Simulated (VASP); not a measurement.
**HC2Cl5: single point with PBEsol**

HC2Cl5:

```
H C Cl
1.0
    10.41275    0.00000    0.00000
     0.00000   11.43383    0.00000
     0.00000    0.00000    6.54674
H C Cl
4 8 20
Direct
  0.28520 0.25000 0.83414
  0.21480 0.75000 0.33414
  0.78520 0.25000 0.66586
  0.71480 0.75000 0.16586
  0.07843 0.25000 0.83905
  0.42157 0.75000 0.33905
  0.57843 0.25000 0.66095
  0.92157 0.75000 0.16095
  0.20903 0.25000 0.95100
  0.29097 0.75000 0.45100
  0.70903 0.25000 0.54900
  0.79097 0.75000 0.04900
  0.07152 0.37605 0.68120
  0.42848 0.62395 0.18120
  0.57152 0.12395 0.81880
  0.92848 0.87605 0.31880
  0.92848 0.62395 0.31880
  0.57152 0.37605 0.81880
  0.42848 0.87605 0.18120
  0.07152 0.12395 0.68120
  0.94853 0.25000 0.01245
  0.55147 0.75000 0.51245
  0.44853 0.25000 0.48755
  0.05147 0.75000 0.98755
  0.22755 0.12302 0.10149
  0.27245 0.87698 0.60149
  0.72755 0.37698 0.39851
  0.77245 0.62302 0.89851
  0.77245 0.87698 0.89851
  0.72755 0.12302 0.39851
  0.27245 0.62302 0.60149
  0.22755 0.37698 0.10149
```

```yaml
Program: VASP 6.6.1
Task: single point
Functional: PBEsol
Potentials_or_basis: VASP PAW PBE potentials, release 64 (H, C, Cl)
Cutoff: 520 eV
k_mesh: 2 × 2 × 4
Occupations: gaussian, width 0.02 eV
Spin: no spin polarisation
```

The pressure is -0.2 GPa. The largest force is 0.122 eV/Å and the band gap on the k mesh is 4.74 eV.

Forces on the atoms (eV/Å):
```
H    0.020  0.000 -0.018
H   -0.020  0.000 -0.018
H    0.020  0.000  0.018
H   -0.020  0.000  0.018
C   -0.099  0.000 -0.051
C    0.099  0.000 -0.051
C   -0.099  0.000  0.051
C    0.099  0.000  0.051
C    0.011  0.000  0.121
C   -0.011  0.000  0.121
C    0.011  0.000 -0.121
C   -0.011  0.000 -0.121
Cl   0.001 -0.071  0.049
Cl  -0.001  0.071  0.049
Cl   0.001  0.071 -0.049
Cl  -0.001 -0.071 -0.049
Cl  -0.001  0.071 -0.049
Cl   0.001 -0.071 -0.049
Cl  -0.001 -0.071  0.049
Cl   0.001  0.071  0.049
Cl   0.071  0.000 -0.060
Cl  -0.071  0.000 -0.060
Cl   0.071  0.000  0.060
Cl  -0.071  0.000  0.060
Cl  -0.010  0.072 -0.048
Cl   0.010 -0.072 -0.048
Cl  -0.010 -0.072  0.048
Cl   0.010  0.072  0.048
Cl   0.010 -0.072  0.048
Cl  -0.010  0.072  0.048
Cl   0.010  0.072 -0.048
Cl  -0.010 -0.072 -0.048
```

Stress tensor (GPa, compression positive):
```
-0.11  0.00  0.00
 0.00 -0.38  0.00
 0.00  0.00 -0.25
```

Levels at points of the mesh, in eV from the valence-band top:
```
           k point  band 86  band 87  band 88  band 89  band 90  band 91
(0.00, 0.00, 0.00)    -0.09    -0.05     0.00     4.74     4.85     4.96
(0.50, 0.00, 0.00)    -0.09     0.00     0.00     4.84     4.84     5.00
(0.00, 0.50, 0.00)    -0.05    -0.04    -0.04     4.92     4.92     4.94
(0.50, 0.50, 0.00)    -0.04    -0.04    -0.04     4.94     4.94     4.94
(0.00, 0.00, 0.50)    -0.14    -0.05    -0.05     4.79     4.79     5.12
(0.50, 0.00, 0.50)    -0.12    -0.10    -0.10     4.81     4.81     5.10
(0.00, 0.50, 0.50)    -0.10    -0.10    -0.10     4.89     4.89     4.94
(0.50, 0.50, 0.50)    -0.12    -0.12    -0.12     4.93     4.93     4.93
```

It took 3.3 min on 1 × NVIDIA H100 80GB with 1 thread of AMD EPYC 7R13 Processor (Zen 3) (shared host), peak memory 2 GiB.

Caveat: this functional lacks dispersion, which holds the molecules together, so the pressure and a relaxed volume are unreliable; the PAW data sets were made with another functional, which shifts forces and pressure a little. A k mesh can miss the band edges.
